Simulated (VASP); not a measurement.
# Cu in VASP: further runs

Runs on Cu. Level: PBEsol. Tasks: single point.

All numbers are computed with VASP 6.6.1; they aren't measurements. Logs are shortened: lines on timing, memory, paths and dates and some standing lists are left out, and cuts for length are marked.

## Step 1: The cell of the first run

Symmetry: Fm-3m, No. 225, cubic system. Conventional cell: a = 3.563 Å, b = 3.563 Å, c = 3.563 Å, α = 90.00°, β = 90.00°, γ = 90.00°. Cu (site symmetry m-3m) has 12 Cu at 2.52 Å within 3.3 Å.

## Step 2: Single point, PBEsol

File INCAR:

```
  PREC = Accurate
  ENCUT = 520
  EDIFF = 1E-6
  ISMEAR = 0
  SIGMA = 0.1
  LREAL = F
  LASPH = T
  NELM = 80
  ALGO = Fast
  ISIF = 2
  LWAVE = F
  LCHARG = F
  GGA = PS
  NBANDS = 18
```

File KPOINTS:

```
regular mesh
0
Gamma
  20 20 14
```

File POSCAR:

```
Cu
1.0
    1.7817061892      1.7817061892      0.0000000000
   -1.7817061892      1.7817061892      0.0000000000
    0.0000000000      0.0000000000      3.5634123785
Cu
2
Direct
    0.0000000000      0.0000000000      0.0000000000
    0.5000000000      0.5000000000      0.5000000000
```

Potentials or basis: VASP PAW PBE potentials, release 64 (Cu).

Run with:

```sh
$ cat potpaw_PBE.64/Cu/POTCAR > POTCAR
$ mpirun -np 1 vasp_std > vasp.out
```

OUTCAR:

```text
PREC = Accurate
   ENCUT = 520
   EDIFF = 1E-6
   ISMEAR = 0
   LREAL = F
   LASPH = T
   NELM = 80
   ISIF = 2
   GGA = PS

 ion  position               nearest neighbor table
   1  0.000  0.000  0.000-   2 2.52   2 2.52   2 2.52   2 2.52   2 2.52   2 2.52   2 2.52   2 2.52

   2  0.500  0.500  0.500-   1 2.52   1 2.52   1 2.52   1 2.52   1 2.52   1 2.52   1 2.52   1 2.52

  LATTYP: Found a simple tetragonal cell.
 ALAT       =     2.5197130569
 C/A-ratio  =     1.4142135624

  Lattice vectors:

 A1 = (   1.7817061892,   1.7817061892,   0.0000000000)
 A2 = (  -1.7817061892,   1.7817061892,   0.0000000000)
 A3 = (   0.0000000000,   0.0000000000,   3.5634123785)

Analysis of symmetry for initial positions (statically):
=====================================================================
 Subroutine PRICEL returns following result:

  LATTYP: Found a face centered cubic cell.
 ALAT       =     3.5634123784

  Lattice vectors:

 A1 = (   0.0000000000,  -1.7817061892,  -1.7817061892)
 A2 = (   1.7817061892,   0.0000000000,  -1.7817061893)
 A3 = (   1.7817061892,  -1.7817061892,   0.0000000000)

   2 primitive cells build up your supercell.

 Routine SETGRP: Setting up the symmetry group for a
 simple tetragonal supercell.

 Subroutine GETGRP returns: Found 16 space group operations
 (whereof 16 operations were pure point group operations)
 out of a pool of 16 trial point group operations.

The static configuration has the point symmetry D_4h.

Analysis of symmetry for dynamics (positions and initial velocities):
=====================================================================
 Subroutine PRICEL returns following result:

  LATTYP: Found a face centered cubic cell.
 ALAT       =     3.5634123784

  Lattice vectors:

 A1 = (   0.0000000000,  -1.7817061892,  -1.7817061892)
 A2 = (   1.7817061892,   0.0000000000,  -1.7817061893)
 A3 = (   1.7817061892,  -1.7817061892,   0.0000000000)

   2 primitive cells build up your supercell.

 Routine SETGRP: Setting up the symmetry group for a
 simple tetragonal supercell.

 Subroutine GETGRP returns: Found 16 space group operations
 (whereof 16 operations were pure point group operations)
 out of a pool of 16 trial point group operations.

The dynamic configuration has the point symmetry D_4h.

 Subroutine INISYM returns: Found 16 space group operations
 (whereof 16 operations are pure point group operations),
 and found     2 'primitive' translations

----------------------------------------------------------------------------------------

                                     Primitive cell

  volume of cell :      11.3120

  direct lattice vectors                    reciprocal lattice vectors
     0.000000000 -1.781706189 -1.781706189    -0.280629883 -0.280629883 -0.280629883
     1.781706189  0.000000000 -1.781706189     0.280629883  0.280629883 -0.280629883
     1.781706189 -1.781706189  0.000000000     0.280629883 -0.280629883  0.280629883

  length of vectors
     2.519713057  2.519713057  2.519713057     0.486065216  0.486065216  0.486065216

  position of ions in fractional coordinates (direct lattice)
     0.000000000  0.000000000  0.000000000

  ion indices of the primitive-cell ions
   primitive index   ion index
                 1           1

----------------------------------------------------------------------------------------

 KPOINTS: regular mesh

Automatic generation of k-mesh.
 Grid dimensions read from file:
 generate k-points for:   20   20   14

 Generating k-lattice:

  Cartesian coordinates                     Fractional coordinates (reciprocal lattice)
     0.014031494  0.014031494  0.000000000     0.050000000  0.000000000  0.000000000
    -0.014031494  0.014031494  0.000000000     0.000000000  0.050000000  0.000000000
     0.000000000  0.000000000  0.020044992     0.000000000  0.000000000  0.071428571

  Length of vectors
     0.019843529  0.019843529  0.020044992

  Shift w.r.t. Gamma in fractional coordinates (k-lattice)
     0.000000000  0.000000000  0.000000000

 Subroutine IBZKPT returns following result:
 ===========================================

 Found    528 irreducible k-points:

 Following reciprocal coordinates:
            Coordinates               Weight
  0.000000  0.000000  0.000000      1.000000
  0.050000  0.000000  0.000000      4.000000
  0.100000  0.000000  0.000000      4.000000
  0.150000  0.000000  0.000000      4.000000
  0.200000  0.000000  0.000000      4.000000
  0.250000  0.000000  0.000000      4.000000
[... 16 lines left out ...]
  0.150000  0.100000  0.000000      8.000000
  0.200000  0.100000  0.000000      8.000000
 [... further k-points ...]
   k-points           NKPTS =    528   k-points in BZ     NKDIM =    528   number of bands    NBANDS=     18
   number of dos      NEDOS =    301   number of ions     NIONS =      2
   total plane-waves  NPLWV =  11200
   dimension x,y,z NGX =    20 NGY =   20 NGZ =   28
   dimension x,y,z NGXF=    40 NGYF=   40 NGZF=   56
   ions per type =               2
   NGX,Y,Z   is equivalent  to a cutoff of  13.20, 13.20, 13.06 a.u.
   NGXF,Y,Z  is equivalent  to a cutoff of  26.39, 26.39, 26.13 a.u.
 SYSTEM =  unknown system
   PREC   = accura    normal or accurate (medium, high low for compatibility)
   ISTART =      0    job   : 0-new  1-cont  2-samecut
   ICHARG =      2    charge: 1-file 2-atom 10-const
   ISPIN  =      1    spin polarized calculation?
   LNONCOLLINEAR =      F non collinear calculations
   LSORBIT =      F    spin-orbit coupling
   LASPH  =      T    aspherical Exc in radial PAW
   ENCUT  =  520.0 eV  38.22 Ry    6.18 a.u.   4.68  4.68  6.63*2*pi/ulx,y,z
   NELM   =     80;   NELMIN=  2; NELMDL= -5     # of ELM steps
   EDIFF  = 0.1E-05   stopping-criterion for ELM
   LREAL  =      F    real-space projection
   EDIFFG = 0.1E-04   stopping-criterion for IOM
   NSW    =      0    number of steps for IOM
   IBRION =     -1    ionic relax: 0-MD 1-quasi-New 2-CG
   NFREE  =      0    steps in history (QN), initial steepest desc. (CG)
   ISIF   =      2    stress and relaxation
   ISYM   =      2    0-nonsym 1-usesym 2-fastsym
   POTIM  = 0.5000    time-step for ionic-motion
   TEBEG  =    0.0;   TEEND  =   0.0 temperature during run
   PSTRESS=    0.0 pullay stress
   NELECT =      22.0000    total number of electrons
   NUPDOWN=      -1.0000    fix difference up-down
   EMIN   =  10.00;   EMAX   =-10.00  energy-range for DOS
   EFERMI =   0.00;   METHOD = LEGACY
   ISMEAR =     0;   SIGMA  =   0.10  broadening in eV -4-tet -1-fermi 0-gaus
   EFERMI_NEDOS =   21; number of points for ismear=-14 and -15
   IALGO  =     68    algorithm
   IMIX   =      4    mixing-type and parameters
     AMIX     =   0.40;   BMIX     =  1.00
     AMIX_MAG =   1.60;   BMIX_MAG =  1.00
  volume/ion in A,a.u.               =      11.31        76.34
  Fermi-wavevector in a.u.,A,eV,Ry     =   1.621908  3.064962 35.791304  2.630587
  Thomas-Fermi vector in A             =   2.715608
   LORBIT       =      0    0 simple, 1 ext, 2 COOP (PROOUT), +10 PAW based schemes
   GGA     = PS    functional components
   LHFCALC =     F    Hartree Fock is set to
   AEXX    =    0.0000 exact exchange contribution
   IVDW    =     0    specifies the selected vdW correction
   LEPSILON=     F    determine dielectric tensor
   LRPA    =     F    only Hartree local field effects (RPA)
 non-spin polarized calculation
 RMM-DIIS sequential band-by-band and
 Gauss-broadening in eV      SIGMA  =   0.10
  energy-cutoff  :      520.00
  volume of cell :       22.62
 maximum number of plane-waves:       629
 NGX is ok and might be reduce to    20
   NGX =  9   NGY =  9   NGZ = 13

 number of electron      21.9999986 magnetization

 Free energy of the ion-electron system (eV)
  ---------------------------------------------------
  ext. energy  EPLUGINS =         0.00000000
  ---------------------------------------------------
  free energy    TOTEN  =        -8.61853562 eV

  energy without entropy =       -8.61527801  energy(sigma->0) =       -8.61690681

 E-fermi :   7.9420     XC(G=0): -13.1616

 val. band max:        7.9385498950   @ k =   0.4000   0.3500   0.2143
 cond. band min:       7.9583770521   @ k =   0.4000   0.3000   0.2857
 fundamental gap:      0.0198271571
 Fermi energy:         7.9420448080

 k-point     1 :       0.0000    0.0000    0.0000
  band No.  band energies     occupation
      1      -1.7783      2.00000
      2       2.7976      2.00000
      3       3.2862      2.00000
      4       4.7813      2.00000
      5       4.7813      2.00000
      6       4.7823      2.00000
[... 10 lines left out ...]
     17      28.9082      0.00000
     18      30.8725      0.00000

 k-point     2 :       0.0500    0.0000    0.0000
  band No.  band energies     occupation
      1      -1.7155      2.00000
      2       2.8277      2.00000
      3       3.3042      2.00000
      4       4.7657      2.00000
      5       4.7927      2.00000
      6       4.7974      2.00000
[... 10 lines left out ...]
     17      29.3427      0.00000
     18      30.6180      0.00000

 k-point     3 :       0.1000    0.0000    0.0000
  band No.  band energies     occupation
      1      -1.5283      2.00000
      2       2.9151      2.00000
      3       3.3572      2.00000
      4       4.7208      2.00000
      5       4.8266      2.00000
      6       4.8393      2.00000
[... 10 lines left out ...]
     17      29.6834      0.00000
     18      31.0203      0.00000

 k-point     4 :       0.1500    0.0000    0.0000
  band No.  band energies     occupation
      1      -1.2200      2.00000
      2       3.0513      2.00000
      3       3.4407      2.00000
      4       4.6514      2.00000
      5       4.8819      2.00000
      6       4.8962      2.00000
[... 10 lines left out ...]
     17      28.2485      0.00000
     18      29.3278      0.00000

 k-point     5 :       0.2000    0.0000    0.0000
  band No.  band energies     occupation
      1      -0.7968      2.00000
      2       3.2230      2.00000
      3       3.5467      2.00000
      4       4.5650      2.00000
      5       4.9472      2.00000
      6       4.9569      2.00000
[... 10 lines left out ...]
     17      27.4733      0.00000
     18      27.5587      0.00000

 k-point     6 :       0.2500    0.0000    0.0000
  band No.  band energies     occupation
      1      -0.2686      2.00000
      2       3.4138      2.00000
      3       3.6616      2.00000
      4       4.4708      2.00000
      5       4.9672      2.00000
      6       5.0469      2.00000
[... 10 lines left out ...]
     17      25.8679      0.00000
     18      27.7300      0.00000

 k-point     7 :       0.3000    0.0000    0.0000
  band No.  band energies     occupation
      1       0.3494      2.00000
      2       3.5982      2.00000
      3       3.7718      2.00000
      4       4.3793      2.00000
      5       4.7815      2.00000
      6       4.9409      2.00000
[... 10 lines left out ...]
     17      24.3580      0.00000
     18      28.0344      0.00000

 k-point     8 :       0.3500    0.0000    0.0000
  band No.  band energies     occupation
      1       1.0332      2.00000
      2       3.7019      2.00000
      3       3.9054      2.00000
      4       4.3006      2.00000
      5       4.5668      2.00000
      6       4.8693      2.00000
[... 10 lines left out ...]
     17      25.3605      0.00000
     18      28.4099      0.00000
[... 229 lines left out ...]
     17      25.2729      0.00000
     18      29.9277      0.00000

 k-point    20 :       0.4500    0.0500    0.0000
  band No.  band energies     occupation
      1       2.4622      2.00000
      2       3.4462      2.00000
      3       4.1870      2.00000
      4       4.2533      2.00000
      5       4.2586      2.00000
      6       4.5949      2.00000
[... 10 lines left out ...]
     17      26.3275      0.00000
     18      28.6341      0.00000

 k-point    21 :       0.5000    0.0500    0.0000
  band No.  band energies     occupation
      1       3.0344      2.00000
      2       3.0344      2.00000
      3       4.2005      2.00000
      4       4.2005      2.00000
      5       4.4318      2.00000
      6       4.4318      2.00000
[... 10 lines left out ...]
     17      27.4497      0.00000
     18      27.4497      0.00000

 k-point    22 :       0.1000    0.1000    0.0000
  band No.  band energies     occupation
      1      -1.2808      2.00000
      2       3.0244      2.00000
      3       3.4327      2.00000
      4       4.6301      2.00000
      5       4.9033      2.00000
      6       4.9043      2.00000
[... 10 lines left out ...]
     17      29.6356      0.00000
     18      30.7288      0.00000

 k-point    23 :       0.1500    0.1000    0.0000
  band No.  band energies     occupation
      1      -0.9761      2.00000
      2       3.1495      2.00000
      3       3.5218      2.00000
      4       4.5493      2.00000
      5       4.9707      2.00000
      6       4.9712      2.00000
[... 10 lines left out ...]
     17      29.3095      0.00000
     18      29.6925      0.00000

 k-point    24 :       0.2000    0.1000    0.0000
  band No.  band energies     occupation
      1      -0.5587      2.00000
      2       3.3059      2.00000
      3       3.6334      2.00000
      4       4.4562      2.00000
      5       5.0255      2.00000
      6       5.0543      2.00000
[... 10 lines left out ...]
     17      27.6248      0.00000
     18      30.1809      0.00000

 [... further k-points ...]

------------------------ aborting loop because EDIFF is reached ----------------------------------------

  FORCE on cell =-STRESS in cart. coord.  units (eV):
  Direction    XX          YY          ZZ          XY          YZ          ZX
  --------------------------------------------------------------------------------------
  -------------------------------------------------------------------------------------
  Total        0.1809288      0.1809288      0.1534665      0.0000000      0.0000000     -0.0000000
  in kB       12.8129798     12.8129798     10.8681555      0.0000000      0.0000000     -0.0000000
  external PRESSURE =      12.1647050 kB  Pullay stress =       0.0000000 kB

 VOLUME and BASIS-vectors are now :
 -----------------------------------------------------------------------------
  energy-cutoff  :      520.00
  volume of cell :       22.62
      direct lattice vectors                 reciprocal lattice vectors
     1.781706189  1.781706189  0.000000000     0.280629883  0.280629883  0.000000000
    -1.781706189  1.781706189  0.000000000    -0.280629883  0.280629883  0.000000000
     0.000000000  0.000000000  3.563412378     0.000000000  0.000000000  0.280629883

 POSITION                                       TOTAL-FORCE (eV/Angst)
 -----------------------------------------------------------------------------------
      0.00000      0.00000      0.00000        -0.000000     -0.000000      0.000000
      0.00000      1.78171      1.78171         0.000000      0.000000      0.000000
 -----------------------------------------------------------------------------------
    total drift:                               -0.000000      0.000000      0.000000

  FREE ENERGIE OF THE ION-ELECTRON SYSTEM (eV)
  ---------------------------------------------------
  free  energy   TOTEN  =        -8.6185356163 eV

  energy  without entropy=       -8.6152780131  energy(sigma->0) =       -8.61690681
```

Run time: 1.7 min. Hardware: 1 thread of Intel Xeon 6975P-C (Granite Rapids), shared host; peak memory 0.27 GiB.

Results:

```yaml
Free_energy: -8.6185 eV
Pressure: 1.2 GPa
Band_gap_on_the_k_mesh: zero (bands 11 and 12 overlap by 8.32 eV)
```

Caveat: the PAW data sets were made with another functional, which shifts forces and pressure a little.

## Step 3: Single point, PBEsol (uniaxial strain along a: -6.0 %)

File INCAR:

```
PREC     = Accurate       # precision mode
ENCUT    = 520            # plane-wave cutoff, eV
EDIFF    = 1E-6           # SCF threshold, eV
ISMEAR   = 0              # smearing method
SIGMA    = 0.1            # smearing width, eV
LREAL    = F              # projectors in reciprocal space
LASPH    = T              # aspherical terms in the spheres
NELM     = 80             # most SCF steps
ALGO     = Fast           # electronic algorithm
ISIF     = 2              # what is computed and relaxed
LWAVE    = F              # write WAVECAR
LCHARG   = F              # write CHGCAR
GGA      = PS             # functional
NBANDS   = 18             # bands
```

File KPOINTS:

```
Automatic mesh
0
Gamma
  20 20 14
```

File POSCAR:

```
Cu
1.0
    1.6748038179      1.6748038179      0.0000000000
   -1.8084317821      1.8084317821      0.0000000000
    0.0000000000      0.0000000000      3.6168635642
Cu
2
Direct
    0.0000000000      0.0000000000      0.0000000000
    0.5000000000      0.5000000000      0.5000000000
```

Potentials or basis: VASP PAW PBE potentials, release 64 (Cu).

Run with:

```sh
$ cat potpaw_PBE.64/Cu/POTCAR > POTCAR
$ mpirun -np 1 vasp_std > vasp.out
```

Run time: 2.8 min. Hardware: 1 thread of Intel Xeon 6975P-C (Granite Rapids), shared host; peak memory 0.39 GiB.

The run converged. Its results:

| Quantity | Value |
| --- | --- |
| Free energy | -8.5460 eV |
| Pressure | 8.7 GPa |
| Band gap on the k mesh | zero (bands 11 and 12 overlap by 8.21 eV) |

Stress tensor (GPa, compression positive):
```
10.36  9.67  0.00
 9.67 10.36  0.00
 0.00  0.00  5.39
```

Levels at points of the mesh, in eV from the Fermi level:
```csv
k point,band 9,band 10,band 11,band 12,band 13,band 14
"(0.00, 0.00, 0.00)",-1.73,-1.59,-1.58,0.80,6.92,12.35
"(0.50, 0.00, 0.00)",-2.41,-2.41,0.21,0.21,10.29,10.29
"(0.00, 0.50, 0.00)",-2.25,-2.25,-0.57,-0.57,9.28,9.28
"(0.50, 0.50, 0.00)",-1.47,-1.47,1.69,1.69,8.00,8.00
"(0.00, 0.00, 0.50)",-2.37,-2.37,-1.99,-1.99,16.48,16.48
"(0.50, 0.00, 0.50)",-1.60,-1.60,-0.89,-0.89,4.70,4.70
"(0.00, 0.50, 0.50)",-1.71,-1.71,-1.66,-1.66,3.56,3.56
"(0.50, 0.50, 0.50)",-1.50,-1.50,6.21,6.21,6.78,6.78
```

Caveat: the cell differs from its parent crystal (uniaxial strain along a: -6.0 %); the cell stands under pressure; the PAW data sets were made with another functional, which shifts forces and pressure a little.
